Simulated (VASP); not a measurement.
# Al2Cu (Fm-3m) in VASP: a series of runs

Runs on Al2Cu. Level: PBE. Tasks: vibrations by perturbation theory.

Program: VASP 6.6.1. These are calculated values, not measurements. Logs are shortened: lines on timing, memory, paths and dates and some standing lists are left out, and cuts for length are marked.

## 1. The cell of the first run

The structure is cubic, space group Fm-3m (No. 225). Conventional cell: a = 5.483 Å, b = 5.483 Å, c = 5.483 Å, α = 90.00°, β = 90.00°, γ = 90.00°. Within 3.1 Å of Al (site symmetry -43m) lie 4 Cu at 2.37 Å and 6 Al at 2.74 Å. Cu (site symmetry m-3m) has 8 Al at 2.37 Å within 3.1 Å.

## 2. Vibrations by perturbation theory, PBE

INCAR reads:

```
SYSTEM = Al2Cu
  ALGO = Fast
  EDIFF = 1E-8
  ENCUT = 520
  GGA = PE
  IBRION = 8
  ISIF = 2
  ISMEAR = -1
  LASPH = .TRUE.
  LCHARG = .FALSE.
  LREAL = .FALSE.
  LWAVE = .FALSE.
  NBANDS = 16
  NELM = 60
  NSW = 1
  PREC = Accurate
  SIGMA = 0.15
```

KPOINTS reads:

```
k-points
0
G
  16 16 16
  0 0 0
```

POSCAR reads:

```
Al2Cu
1.0
   -1.9384191676      1.9384191676      2.7413386764
    1.9384191676     -1.9384191676      2.7413386764
    1.9384191676      1.9384191676     -2.7413386764
Al Cu
2 1
Direct
    0.7500000000      0.2500000000      0.5000000000
    0.2500000000      0.7500000000      0.5000000000
    0.5000000000      0.5000000000      0.0000000000
```

Potentials or basis: VASP PAW PBE potentials, release 64 (Al, Cu).

Launch:

```
$ cat potpaw_PBE.64/Al/POTCAR potpaw_PBE.64/Cu/POTCAR > POTCAR
$ mpirun -np 1 vasp_std > vasp.out
```

OUTCAR:

```text
SYSTEM = Al2Cu
   EDIFF = 1E-8
   ENCUT = 520
   GGA = PE
   IBRION = 8
   ISIF = 2
   ISMEAR = -1
   LASPH = .TRUE.
   LREAL = .FALSE.
   NELM = 60
   NSW = 1
   PREC = Accurate

 ion  position               nearest neighbor table
   1  0.750  0.250  0.500-   3 2.37   3 2.37   3 2.37   3 2.37   2 2.74   2 2.74   2 2.74   2 2.74
                             2 2.74   2 2.74
   2  0.250  0.750  0.500-   3 2.37   3 2.37   3 2.37   3 2.37   1 2.74   1 2.74   1 2.74   1 2.74
                             1 2.74   1 2.74
   3  0.500  0.500  0.000-   2 2.37   1 2.37   1 2.37   2 2.37   1 2.37   2 2.37   2 2.37   1 2.37

  LATTYP: Found a face centered cubic cell.
 ALAT       =     5.4826773528

  Lattice vectors:

 A1 = (   1.9384191676,  -1.9384191676,  -2.7413386764)
 A2 = (   1.9384191676,   1.9384191676,  -2.7413386764)
 A3 = (   3.8768383352,   0.0000000000,   0.0000000000)

Analysis of symmetry for initial positions (statically):
=====================================================================
 Subroutine PRICEL returns:
 Original cell was already a primitive cell.

 Routine SETGRP: Setting up the symmetry group for a
 face centered cubic supercell.

 Subroutine GETGRP returns: Found 48 space group operations
 (whereof 48 operations were pure point group operations)
 out of a pool of 48 trial point group operations.

The static configuration has the point symmetry O_h .

Analysis of symmetry for dynamics (positions and initial velocities):
=====================================================================
 Subroutine PRICEL returns:
 Original cell was already a primitive cell.

 Routine SETGRP: Setting up the symmetry group for a
 face centered cubic supercell.

 Subroutine GETGRP returns: Found 48 space group operations
 (whereof 48 operations were pure point group operations)
 out of a pool of 48 trial point group operations.

The dynamic configuration has the point symmetry O_h .

 Subroutine INISYM returns: Found 48 space group operations
 (whereof 48 operations are pure point group operations),
 and found     1 'primitive' translations

[... 630 lines left out ...]

 POSITION                                       TOTAL-FORCE (eV/Angst)
 -----------------------------------------------------------------------------------
      0.00000      1.93842      1.37067         0.000000      0.000000     -0.000000
      1.93842      0.00000      1.37067         0.000000     -0.000000      0.000000
      0.00000      0.00000      2.74134        -0.000000      0.000000     -0.000000
 -----------------------------------------------------------------------------------
    total drift:                                0.000000     -0.000000      0.000000

  FREE ENERGIE OF THE ION-ELECTRON SYSTEM (eV)
  ---------------------------------------------------
  free  energy   TOTEN  =       -11.3440195760 eV

  energy  without entropy=      -11.2870980709  energy(sigma->0) =      -11.31555882

[... ionic steps 2 to 9 ...]

--------------------------------------- Ionic step       10  -------------------------------------------

 Free energy of the ion-electron system (eV)
  ---------------------------------------------------
  ---------------------------------------------------
  free energy    TOTEN  =        -0.24194589 eV

  energy without entropy =       -0.24194589

------------------------ aborting loop because EDIFF is reached ----------------------------------------

 INTERNAL STRAIN TENSOR  FOR ION    3  DIRECTION 1   (eV/Angst):
 -----------------------------------------------------------------------------
    -0.00608  0.00000  0.00000
     0.00000  0.01114  0.00000
     0.00000  0.00000  0.00121

 INTERNAL STRAIN TENSOR FOR ION    3 for displacements in x,y,z  (eV/Angst):
          X           Y           Z          XY          YZ          ZX
  --------------------------------------------------------------------------------
  x     0.00000     0.00000     0.00000     0.00000     0.00000     0.00000
  y     0.00000     0.00000     0.00000     0.00000     0.00000     0.00000
  z     0.00000     0.00000     0.00000     0.00000     0.00000     0.00000

 SECOND DERIVATIVES (NOT SYMMETRIZED)
 ------------------------------------
               1X          1Y          1Z          2X          2Y          2Z          3X          3Y          3Z
  1X    -9.563370    0.000000   -0.000000    3.588491    0.000000    0.000000    5.974879    0.000000    0.000000
  1Y     0.000000   -9.563370    0.000000    0.000000    3.588491    0.000000    0.000000    5.974879   -0.000000
  1Z     0.000000    0.000000   -9.563370   -0.000000   -0.000000    3.588491   -0.000000    0.000000    5.974879
  2X     3.588491    0.000000    0.000000   -9.563370    0.000000   -0.000000    5.974879    0.000000    0.000000
  2Y     0.000000    3.588491    0.000000    0.000000   -9.563370    0.000000    0.000000    5.974879   -0.000000
  2Z    -0.000000   -0.000000    3.588491    0.000000    0.000000   -9.563370   -0.000000    0.000000    5.974879
  3X     5.974164   -0.000000    0.000000    5.974164   -0.000000    0.000000  -11.948327    0.000000    0.000000
  3Y     0.000000    5.974164    0.000000    0.000000    5.974164    0.000000    0.000000  -11.948327    0.000000
  3Z     0.000000   -0.000000    5.974164    0.000000   -0.000000    5.974164    0.000000    0.000000  -11.948327

 Eigenvectors and eigenvalues of the dynamical matrix
 ----------------------------------------------------

   1 f  =   10.914788 THz    68.579637 2PiTHz  364.078146 cm-1    45.139917 meV
             X         Y         Z           dx          dy          dz
      0.000000  1.938419  1.370669     0.000002    0.000008   -0.707107
      1.938419  0.000000  1.370669    -0.000002   -0.000008    0.707107
      0.000000  0.000000  2.741339    -0.000000    0.000000    0.000000
[... 43 lines left out ...]
   9 f/i=    0.000299 THz     0.001876 2PiTHz    0.009958 cm-1     0.001235 meV
             X         Y         Z           dx          dy          dz
      0.000000  1.938419  1.370669    -0.460942    0.130344    0.011756
      1.938419  0.000000  1.370669    -0.460942    0.130344    0.011756
      0.000000  0.000000  2.741339    -0.707436    0.200047    0.018043

--------------------------------------------------------------------------------------------------------

 ELASTIC MODULI CONTR FROM IONIC RELAXATION (kBar)
 Direction    XX          YY          ZZ          XY          YZ          ZX
 --------------------------------------------------------------------------------
 XX        -450.5034    450.5034      0.0000      0.0000      0.0000     -0.0000
 YY         450.5034   -450.5034     -0.0000     -0.0000     -0.0000      0.0000
 ZZ           0.0000     -0.0000     -0.0000     -0.0000     -0.0000     -0.0000
 XY           0.0000     -0.0000     -0.0000     -0.0000     -0.0000     -0.0000
 YZ           0.0000     -0.0000     -0.0000     -0.0000   -450.5034     -0.0000
 ZX          -0.0000      0.0000     -0.0000     -0.0000     -0.0000   -450.5034
 --------------------------------------------------------------------------------
```

stdout:

```text
POSCAR found type information on POSCAR AlCu
 POSCAR found :  2 types and       3 ions
 scaLAPACK will be used
 LDA part: xc-table for (Slater+PW92), standard interpolation
 POSCAR, INCAR and KPOINTS ok, starting setup
 FFT: planning ... GRIDC
 FFT: planning ... GRID_SOFT
 FFT: planning ... GRID
 WAVECAR not read
 entering main loop
 Linear response reoptimize wavefunctions to high precision
 Linear response DOF=           2
 Linear response progress:
 first order change of Fermi-energy  -0.29326E-04
 force on displaced ion       1 direction 1 :  -9.564   0.000   0.000
 Linear response progress:
 first order change of Fermi-energy   0.59682E-05
 force on displaced ion       3 direction 1 : -11.948  -0.000  -0.000
 Linear response finished
```

Wall time 25 min (1 thread of Intel Xeon Platinum 8259CL at 2.50GHz (Skylake/Cascade Lake), shared host); peak memory 1.4 GiB.

What came out:

- Highest phonon frequency at Γ: 364 cm⁻¹

Phonon frequencies in cm⁻¹ (negative: imaginary):
```csv
q point,frequencies
"(0.000, 0.000, 0.000)",0 0 0 334 334 334 364 364 364
```

Caveat: the cell stands under pressure or tension, which shifts response properties.

## 3. Vibrations by perturbation theory, PBE

This run uses another cell than the first one, of 14.70 Å³/atom.

INCAR reads:

```
SYSTEM = Al2Cu
PREC = Accurate ; ENCUT = 520
EDIFF = 1E-8 ; ISMEAR = -1
SIGMA = 0.15 ; LREAL = .False.
LASPH = .True. ; NELM = 60
ALGO = Normal ; ISIF = 2
LWAVE = .False. ; LCHARG = .False.
GGA = PE ; NBANDS = 16
IBRION = 8 ; NSW = 1
```

KPOINTS reads:

```
Automatic mesh
0
Gamma
  16 16 16
  0 0 0
```

POSCAR reads:

```
Al2Cu
1.0
   -1.9827053729      1.9827053729      2.8039688285
    1.9827053729     -1.9827053729      2.8039688285
    1.9827053729      1.9827053729     -2.8039688285
Al Cu
2 1
Direct
    0.7500000000      0.2500000000      0.5000000000
    0.2500000000      0.7500000000      0.5000000000
    0.5000000000      0.5000000000      0.0000000000
```

Potentials or basis: VASP PAW PBE potentials, release 64 (Al, Cu).

Launch:

```
$ cat potpaw_PBE.64/Al/POTCAR potpaw_PBE.64/Cu/POTCAR > POTCAR
$ mpirun -np 1 vasp_std > vasp.out
```

OUTCAR:

```text
SYSTEM = Al2Cu
   PREC = Accurate
   ENCUT = 520
   EDIFF = 1E-8
   ISMEAR = -1
   LREAL = .False.
   LASPH = .True.
   NELM = 60
   ISIF = 2
   GGA = PE
   IBRION = 8
   NSW = 1

 ion  position               nearest neighbor table
   1  0.750  0.250  0.500-   3 2.43   3 2.43   3 2.43   3 2.43   2 2.80   2 2.80   2 2.80   2 2.80
                             2 2.80   2 2.80
   2  0.250  0.750  0.500-   3 2.43   3 2.43   3 2.43   3 2.43   1 2.80   1 2.80   1 2.80   1 2.80
                             1 2.80   1 2.80
   3  0.500  0.500  0.000-   2 2.43   1 2.43   1 2.43   2 2.43   1 2.43   2 2.43   2 2.43   1 2.43

  LATTYP: Found a face centered cubic cell.
 ALAT       =     5.6079376570

  Lattice vectors:

 A1 = (   1.9827053729,  -1.9827053729,  -2.8039688285)
 A2 = (   1.9827053729,   1.9827053729,  -2.8039688285)
 A3 = (   3.9654107458,   0.0000000000,   0.0000000000)

[... 698 lines left out ...]
  x     0.00000     0.00000     0.00000     0.00000     0.00000     0.00000
  y     0.00000     0.00000     0.00000     0.00000     0.00000     0.00000
  z     0.00000     0.00000     0.00000     0.00000     0.00000     0.00000

 SECOND DERIVATIVES (NOT SYMMETRIZED)
 ------------------------------------
               1X          1Y          1Z          2X          2Y          2Z          3X          3Y          3Z
  1X    -7.641283    0.000000    0.000000    2.819203    0.000000    0.000000    4.822079    0.000000   -0.000000
  1Y     0.000000   -7.641283   -0.000000    0.000000    2.819203    0.000000    0.000000    4.822079   -0.000000
  1Z     0.000000   -0.000000   -7.641283   -0.000000    0.000000    2.819203    0.000000   -0.000000    4.822079
  2X     2.819203    0.000000    0.000000   -7.641283    0.000000    0.000000    4.822079    0.000000   -0.000000
  2Y     0.000000    2.819203    0.000000    0.000000   -7.641283   -0.000000    0.000000    4.822079   -0.000000
  2Z    -0.000000    0.000000    2.819203    0.000000   -0.000000   -7.641283    0.000000   -0.000000    4.822079
  3X     4.848022    0.000000    0.000000    4.848022    0.000000    0.000000   -9.696044    0.000000    0.000000
  3Y     0.000000    4.848022    0.000000    0.000000    4.848022    0.000000    0.000000   -9.696044    0.000000
  3Z    -0.000000   -0.000000    4.848022   -0.000000   -0.000000    4.848022    0.000000   -0.000000   -9.696044

 Eigenvectors and eigenvalues of the dynamical matrix
 ----------------------------------------------------

   1 f  =    9.734141 THz    61.161411 2PiTHz  324.695992 cm-1    40.257154 meV
             X         Y         Z           dx          dy          dz
      0.000000  1.982705  1.401984     0.707107    0.000001    0.000001
      1.982705  0.000000  1.401984    -0.707107   -0.000001   -0.000001
      0.000000  0.000000  2.803969     0.000000    0.000000    0.000000
[... 43 lines left out ...]
   9 f/i=    0.012033 THz     0.075604 2PiTHz    0.401372 cm-1     0.049764 meV
             X         Y         Z           dx          dy          dz
      0.000000  1.982705  1.401984     0.479700   -0.012802    0.000420
      1.982705  0.000000  1.401984     0.479700   -0.012802    0.000420
      0.000000  0.000000  2.803969     0.734209   -0.019594    0.000643

--------------------------------------------------------------------------------------------------------

 ELASTIC MODULI CONTR FROM IONIC RELAXATION (kBar)
 Direction    XX          YY          ZZ          XY          YZ          ZX
 --------------------------------------------------------------------------------
 XX        -322.1943    322.1943     -0.0000      0.0000     -0.0000      0.0000
 YY         322.1943   -322.1943      0.0000     -0.0000      0.0000     -0.0000
 ZZ          -0.0000      0.0000     -0.0000     -0.0000     -0.0000     -0.0000
 XY           0.0000     -0.0000     -0.0000     -0.0000     -0.0000     -0.0000
 YZ          -0.0000      0.0000     -0.0000     -0.0000   -322.1943     -0.0000
 ZX           0.0000     -0.0000     -0.0000     -0.0000     -0.0000   -322.1943
 --------------------------------------------------------------------------------
```

It took 34 min on 1 thread of Intel Xeon Platinum 8259CL at 2.50GHz (Skylake/Cascade Lake), shared host; peak memory 1.5 GiB.

Results:

| Quantity | Value |
| --- | --- |
| Highest phonon frequency at Γ | 325 cm⁻¹ |

Phonon frequencies in cm⁻¹ (negative: imaginary):
```
              q point                    frequencies
(0.000, 0.000, 0.000)  0 0 0 300 300 300 325 325 325
```

Caveat: the cell stands under pressure or tension, which shifts response properties.
